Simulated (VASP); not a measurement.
# MgO (P6_3mc) in VASP: further runs, part 2 of 2

VASP 6.6.1. Earlier steps stand in the parts before.

## (4) Single point, PBEsol

This run uses another cell than the first one, of 12.28 Å³/atom, 1.083 times its volume.

File INCAR:

```
ALGO = Normal ; EDIFF = 1E-7
ENCUT = 520 ; GGA = PS
ISIF = 2 ; ISMEAR = -1
LASPH = T ; LCHARG = T
LELF = T ; LREAL = F
LVHAR = T ; LWAVE = F
NBANDS = 16 ; NELM = 60
PREC = Accurate ; SIGMA = 0.1
```

File KPOINTS:

```
k-points
0
Gamma
  12 12 4
```

File POSCAR:

```
MgO
1.0
    3.3513155049      0.0000000000      0.0000000000
   -1.6756572459      2.9023247966      0.0000000000
    0.0000000000      0.0000000000      5.0484537564
Mg O
2 2
Direct
    0.3333333333      0.6666666667      0.0021600000
    0.6666666667      0.3333333333      0.5021600000
    0.3333333333      0.6666666667      0.4024400000
    0.6666666667      0.3333333333      0.9024400000
```

Launch:

```sh
> cat potpaw_PBE.64/Mg/POTCAR potpaw_PBE.64/O/POTCAR > POTCAR
> mpirun -np 1 vasp_std > vasp.out
```

It took 34 s on 1 thread of Intel Xeon Platinum 8375C at 2.90GHz (Ice Lake), shared host; peak memory 0.2 GiB.

The run converged. Its results:

| Quantity | Value |
| --- | --- |
| Free energy | -24.5255 eV |
| Pressure | -4.4 GPa |
| Largest force | 0.045 eV/Å |
| Band gap on the k mesh | 3.14 eV, direct |

Forces in eV/Å, atoms in the order of the input:
```
Mg   0.000  0.000  0.045
Mg   0.000  0.000  0.045
O    0.000  0.000 -0.045
O    0.000  0.000 -0.045
```

Stress tensor (GPa, compression positive):
```
-4.67  0.00  0.00
 0.00 -4.67  0.00
 0.00  0.00 -3.92
```

Levels at points of the mesh, in eV from the valence-band top:
```
           k point  band 6  band 7  band 8  band 9  band 10  band 11
(0.00, 0.00, 0.00)   -0.43   -0.43    0.00    3.14     8.12     9.92
(0.50, 0.00, 0.00)   -1.29   -0.82   -0.51    7.44     7.75     8.83
(0.00, 0.00, 0.50)   -0.61   -0.61   -0.61    5.64     5.64    12.75
(0.50, 0.00, 0.50)   -0.93   -0.70   -0.70    7.05     7.05    10.38
```

Caveat: the PAW data sets were made with another functional, which shifts forces and pressure a little. A k mesh can miss the band edges.

## (5) Single point, PBEsol

This run uses another cell than the first one, of 12.75 Å³/atom, 1.125 times its volume.

File INCAR:

```
SYSTEM = MgO
  PREC = Accurate
  ENCUT = 520
  EDIFF = 1E-6
  ISMEAR = -1
  SIGMA = 0.1
  LREAL = .False.
  LASPH = .True.
  NELM = 100
  ALGO = Normal
  ISIF = 2
  LWAVE = .False.
  LCHARG = .False.
  GGA = PS
  NBANDS = 16
```

File KPOINTS:

```
Automatic mesh
0
Gamma
  12 12 4
  0 0 0
```

File POSCAR:

```
MgO
1.0
    3.3937417240      0.0000000000      0.0000000000
   -1.6968703490      2.9390669857      0.0000000000
    0.0000000000      0.0000000000      5.1123650191
Mg O
2 2
Direct
    0.3333333333      0.6666666667      0.0021600000
    0.6666666667      0.3333333333      0.5021600000
    0.3333333333      0.6666666667      0.4024400000
    0.6666666667      0.3333333333      0.9024400000
```

Potentials or basis: VASP PAW PBE potentials, release 64 (Mg, O).

Launch:

```sh
> cat potpaw_PBE.64/Mg/POTCAR potpaw_PBE.64/O/POTCAR > POTCAR
> mpirun -np 1 vasp_std > vasp.out
```

OUTCAR:

```text
SYSTEM = MgO
   PREC = Accurate
   ENCUT = 520
   EDIFF = 1E-6
   ISMEAR = -1
   LREAL = .False.
   LASPH = .True.
   NELM = 100
   ISIF = 2
   GGA = PS

 ion  position               nearest neighbor table
   1  0.333  0.667  0.002-   4 2.02   4 2.02   4 2.02   3 2.05   2 3.22   2 3.22   2 3.22   2 3.22
                             2 3.22   2 3.22
   2  0.667  0.333  0.502-   3 2.02   3 2.02   3 2.02   4 2.05   1 3.22   1 3.22   1 3.22   1 3.22
                             1 3.22   1 3.22
   3  0.333  0.667  0.402-   2 2.02   2 2.02   2 2.02   1 2.05
   4  0.667  0.333  0.902-   1 2.02   1 2.02   1 2.02   2 2.05
[... 660 lines left out ...]
  --------------------------------------------------------------------------------------
  -------------------------------------------------------------------------------------
  Total       -2.7120850     -2.7120858     -2.2907744     -0.0000005     -0.0000000      0.0000000
  in kB      -85.2125859    -85.2126114    -71.9751842     -0.0000149     -0.0000000      0.0000000
  external PRESSURE =     -80.8001272 kB  Pullay stress =       0.0000000 kB

 VOLUME and BASIS-vectors are now :
 -----------------------------------------------------------------------------
  energy-cutoff  :      520.00
  volume of cell :       50.99
      direct lattice vectors                 reciprocal lattice vectors
     3.393741724  0.000000000  0.000000000     0.294660019  0.170121964  0.000000000
    -1.696870349  2.939066986  0.000000000     0.000000000  0.340244031  0.000000000
     0.000000000  0.000000000  5.112365019     0.000000000  0.000000000  0.195604186

 POSITION                                       TOTAL-FORCE (eV/Angst)
 -----------------------------------------------------------------------------------
      0.00000      1.95938      0.01104         0.000000      0.000000      0.075722
      1.69687      0.97969      2.56723         0.000000     -0.000000      0.075722
      0.00000      1.95938      2.05742         0.000000     -0.000000     -0.075722
      1.69687      0.97969      4.61360        -0.000000      0.000000     -0.075722
 -----------------------------------------------------------------------------------
    total drift:                               -0.000000      0.000000     -0.000832

  FREE ENERGIE OF THE ION-ELECTRON SYSTEM (eV)
  ---------------------------------------------------
  free  energy   TOTEN  =       -24.4529425271 eV

  energy  without entropy=      -24.4529425013  energy(sigma->0) =      -24.45294251
```

stdout:

```text
POSCAR found type information on POSCAR MgO
 POSCAR found :  2 types and       4 ions
 scaLAPACK will be used
 -----------------------------------------------------------------------------
|                                                                             |
|                                                                             |
|     You enforced a specific xc type in the INCAR file but a different       |
|     I HOPE YOU KNOW WHAT YOU ARE DOING!                                     |
|                                                                             |
 -----------------------------------------------------------------------------

 LDA part: xc-table for (Slater+PW92), standard interpolation
 POSCAR, INCAR and KPOINTS ok, starting setup
 FFT: planning ... GRIDC
 FFT: planning ... GRID_SOFT
 FFT: planning ... GRID
 WAVECAR not read
 entering main loop
```

It took 32 s on 1 thread of Intel Xeon Platinum 8375C at 2.90GHz (Ice Lake), shared host; peak memory 0.2 GiB.

What came out:

| Property | Result |
| --- | --- |
| Free energy | -24.4529 eV |
| Pressure | -8.1 GPa |
| Largest force | 0.076 eV/Å |
| Band gap on the k mesh | 2.94 eV, direct |

Forces in eV/Å, atoms in the order of the input:
```
Mg   0.000  0.000  0.076
Mg   0.000  0.000  0.076
O    0.000  0.000 -0.076
O    0.000  0.000 -0.076
```

Stress tensor (GPa, compression positive):
```
-8.52  0.00  0.00
 0.00 -8.52  0.00
 0.00  0.00 -7.20
```

Caveat: the PAW data sets were made with another functional, which shifts forces and pressure a little. A k mesh can miss the band edges.

## (6) Single point, PBEsol

This run uses another cell than the first one, of 13.22 Å³/atom, 1.167 times its volume.

File INCAR:

```
PREC = Accurate
ENCUT = 520
EDIFF = 1E-6
ISMEAR = -1
SIGMA = 0.1
LREAL = F
LASPH = T
NELM = 100
ALGO = Normal
ISIF = 2
LWAVE = F
LCHARG = F
GGA = PS
NBANDS = 16
```

File KPOINTS:

```
regular mesh
0
Gamma
  12 12 4
```

File POSCAR:

```
MgO
1.0
    3.4351328975      0.0000000000      0.0000000000
   -1.7175659295      2.9749127988      0.0000000000
    0.0000000000      0.0000000000      5.1747170790
Mg O
2 2
Direct
    0.3333333333      0.6666666667      0.0021600000
    0.6666666667      0.3333333333      0.5021600000
    0.3333333333      0.6666666667      0.4024400000
    0.6666666667      0.3333333333      0.9024400000
```

Potentials or basis: VASP PAW PBE potentials, release 64 (Mg, O).

Launch:

```sh
> cat potpaw_PBE.64/Mg/POTCAR potpaw_PBE.64/O/POTCAR > POTCAR
> mpirun -np 1 vasp_std > vasp.out
```

OUTCAR:

```text
PREC = Accurate
   ENCUT = 520
   EDIFF = 1E-6
   ISMEAR = -1
   LREAL = F
   LASPH = T
   NELM = 100
   ISIF = 2
   GGA = PS

 ion  position               nearest neighbor table
   1  0.333  0.667  0.002-   4 2.05   4 2.05   4 2.05   3 2.07   2 3.26   2 3.26   2 3.26   2 3.26
                             2 3.26   2 3.26
   2  0.667  0.333  0.502-   3 2.05   3 2.05   3 2.05   4 2.07   1 3.26   1 3.26   1 3.26   1 3.26
                             1 3.26   1 3.26
   3  0.333  0.667  0.402-   2 2.05   2 2.05   2 2.05   1 2.07
   4  0.667  0.333  0.902-   1 2.05   1 2.05   1 2.05   2 2.07

  LATTYP: Found a hexagonal cell.
 ALAT       =     3.4351328975
 C/A-ratio  =     1.5064095723

  Lattice vectors:

 A1 = (   3.4351328975,   0.0000000000,   0.0000000000)
 A2 = (  -1.7175659295,   2.9749127988,   0.0000000000)
 A3 = (   0.0000000000,   0.0000000000,   5.1747170790)

Analysis of symmetry for initial positions (statically):
=====================================================================
 Subroutine PRICEL returns:
 Original cell was already a primitive cell.

 Routine SETGRP: Setting up the symmetry group for a
 hexagonal supercell.
[... 169 lines left out ...]
  free energy    TOTEN  =       -24.34124419 eV

  energy without entropy =      -24.34124412  energy(sigma->0) =      -24.34124415

 E-fermi :   1.9841     XC(G=0):  -9.4926

 val. band max:        0.4487999895   @ k =   0.0000   0.0000   0.0000
 cond. band min:       3.2141174978   @ k =   0.0000   0.0000   0.0000
 fundamental gap:      2.7653175084
 Fermi energy:         1.9841330175

 k-point     1 :       0.0000    0.0000    0.0000
  band No.  band energies     occupation
      1     -15.3974      2.00000
      2     -14.7448      2.00000
      3      -2.5479      2.00000
      4      -0.2775      2.00000
      5      -0.2775      2.00000
      6       0.0476      2.00000
[... 433 lines left out ...]
      3      -2.2096      2.00000
      4      -1.8128      2.00000
      5      -0.9225      2.00000
      6      -0.5787      2.00000
[... 8 lines left out ...]
     15      14.0874      0.00000
     16      14.6773      0.00000

 [... further k-points ...]
[... 5 lines left out ...]
  --------------------------------------------------------------------------------------
  -------------------------------------------------------------------------------------
  Total       -3.8493428     -3.8493440     -3.2601708     -0.0000007      0.0000000      0.0000000
  in kB     -116.6253018   -116.6253366    -98.7748860     -0.0000204      0.0000000      0.0000000
  external PRESSURE =    -110.6751748 kB  Pullay stress =       0.0000000 kB

 VOLUME and BASIS-vectors are now :
 -----------------------------------------------------------------------------
  energy-cutoff  :      520.00
  volume of cell :       52.88
      direct lattice vectors                 reciprocal lattice vectors
     3.435132897  0.000000000  0.000000000     0.291109552  0.168072102  0.000000000
    -1.717565930  2.974912799  0.000000000     0.000000000  0.336144307  0.000000000
     0.000000000  0.000000000  5.174717079     0.000000000  0.000000000  0.193247280

 POSITION                                       TOTAL-FORCE (eV/Angst)
 -----------------------------------------------------------------------------------
      0.00000      1.98328      0.01118        -0.000000      0.000000      0.102416
      1.71757      0.99164      2.59854         0.000000     -0.000000      0.102416
      0.00000      1.98328      2.08251        -0.000000      0.000000     -0.102416
      1.71757      0.99164      4.66987         0.000000     -0.000000     -0.102416
 -----------------------------------------------------------------------------------
    total drift:                               -0.000000     -0.000000      0.000132

  FREE ENERGIE OF THE ION-ELECTRON SYSTEM (eV)
  ---------------------------------------------------
  free  energy   TOTEN  =       -24.3412441854 eV

  energy  without entropy=      -24.3412441233  energy(sigma->0) =      -24.34124415
```

OSZICAR:

```text
N       E                     dE             d eps       ncg     rms          rms(c)
DAV:   1     0.616062285350E+02    0.61606E+02   -0.72559E+03  1824   0.869E+02
DAV:   2    -0.235829454943E+02   -0.85189E+02   -0.77866E+02  2544   0.189E+02
DAV:   3    -0.281134980663E+02   -0.45306E+01   -0.45173E+01  2104   0.463E+01
DAV:   4    -0.281339359612E+02   -0.20438E-01   -0.20437E-01  2224   0.365E+00
DAV:   5    -0.281340408358E+02   -0.10487E-03   -0.10487E-03  2096   0.254E-01    0.108E+01
DAV:   6    -0.244806806136E+02    0.36534E+01   -0.11300E+01  1824   0.244E+01    0.421E+00
DAV:   7    -0.243750525690E+02    0.10563E+00   -0.24517E-01  1824   0.387E+00    0.218E+00
DAV:   8    -0.243434397443E+02    0.31613E-01   -0.11841E-01  1920   0.357E+00    0.529E-01
DAV:   9    -0.243407511713E+02    0.26886E-02   -0.39272E-03  2240   0.557E-01    0.167E-01
DAV:  10    -0.243412377497E+02   -0.48658E-03   -0.67584E-04  1872   0.180E-01    0.154E-02
DAV:  11    -0.243412454888E+02   -0.77391E-05   -0.25069E-05  2280   0.330E-02    0.186E-02
DAV:  12    -0.243412442074E+02    0.12814E-05   -0.69877E-06  1872   0.228E-02    0.193E-03
DAV:  13    -0.243412441854E+02    0.21973E-07   -0.17557E-07   960   0.335E-03
   1 F= -.24341244E+02 E0= -.24341244E+02  d E =-.620813E-07
```

Wall time 44 s (1 thread of Intel Xeon Platinum 8375C at 2.90GHz (Ice Lake), shared host); peak memory 0.2 GiB.

Results:

```yaml
Free_energy: -24.3412 eV
Pressure: -11.1 GPa
Largest_force: 0.102 eV/Å
Band_gap_on_the_k_mesh: 2.77 eV, direct
```

Forces in eV/Å, atoms in the order of the input:
```
Mg   0.000  0.000  0.102
Mg   0.000  0.000  0.102
O    0.000  0.000 -0.102
O    0.000  0.000 -0.102
```

Levels at points of the mesh, in eV from the valence-band top:
```csv
k point,band 6,band 7,band 8,band 9,band 10,band 11
"(0.00, 0.00, 0.00)",-0.40,-0.40,0.00,2.77,7.59,9.37
"(0.50, 0.00, 0.00)",-1.22,-0.76,-0.49,7.14,7.36,8.40
"(0.00, 0.00, 0.50)",-0.57,-0.57,-0.57,5.20,5.20,12.14
"(0.50, 0.00, 0.50)",-0.88,-0.66,-0.66,6.76,6.76,9.79
```

Caveat: the PAW data sets were made with another functional, which shifts forces and pressure a little.

## (7) Summary

```tsv
cell	gap on the mesh (eV)	pressure (GPa)	largest force (eV/Å)
a = 3.263, b = 3.263, c = 4.916 Å, angles 90.0, 90.0, 120.0°, 4 atoms	3.57	5.6	0.03
a = 3.308, b = 3.308, c = 4.983 Å, angles 90.0, 90.0, 120.0°, 4 atoms	3.34	0.1	0.01
a = 3.351, b = 3.351, c = 5.048 Å, angles 90.0, 90.0, 120.0°, 4 atoms	3.14	-4.4	0.04
a = 3.394, b = 3.394, c = 5.112 Å, angles 90.0, 90.0, 120.0°, 4 atoms	2.94	-8.1	0.08
a = 3.435, b = 3.435, c = 5.175 Å, angles 90.0, 90.0, 120.0°, 4 atoms	2.77	-11.1	0.10
```

Alike in all rows: task single point; level PBEsol; potentials or basis VASP PAW PBE potentials, release 64 (Mg, O); no spin polarisation; k mesh 12 × 12 × 4; cutoff (eV) 520; smearing fermi-dirac 0.1 eV.

Caveats: the PAW data sets were made with another functional, which shifts forces and pressure a little.

Total energies depend on the potentials used, so only differences within one code and one set of settings carry meaning.
